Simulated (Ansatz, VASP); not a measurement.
**LaAl3N2 in VASP and in Ansatz**

```
La Al N
1.0
     3.14318    0.00000    0.00000
    -1.57159    2.72207    0.00000
     0.00000    0.00000   10.61402
La Al N
1 3 2
Direct
  0.00000 0.00000 0.98021
  0.66667 0.33333 0.23908
  0.00000 0.00000 0.48086
  0.33333 0.66667 0.70988
  0.66667 0.33333 0.41637
  0.33333 0.66667 0.17360
```

Alike in both runs: functional PBE; k mesh 5 × 5 × 2; occupations gaussian, width 0.2 eV; no spin polarisation.

Ansatz relaxed the structure, and its values are those at the end. VASP's run is a single point on that final structure, the one shown.

|  | VASP | Ansatz |
| --- | --- | --- |
| version | VASP 6.6.1 | Ansatz 0.2.0 |
| potentials or method | VASP PAW PBE potentials, release 64 (La, Al, N), cutoff 520 eV | scalar-relativistic, plane waves, PAW |
| valence electrons in the cell | 30 | 30 |

Ansatz gave:

| Quantity | Value |
| --- | --- |
| gap on the k mesh at the Fermi level (eV) | none |
| pressure (GPa) | -0.1 |
| rms of the force components (eV/Å) | 0.011 |

Question: Which values does VASP return?

Answer: gap on the k mesh at the Fermi level (eV): none; pressure (GPa): -0.2; rms of the force components (eV/Å): 0.011.

A gap of «none» marks a metal or a gap that the smearing closes.

The k mesh is coarse, so the values compare programs but aren't converged. Spin-orbit coupling is off throughout.
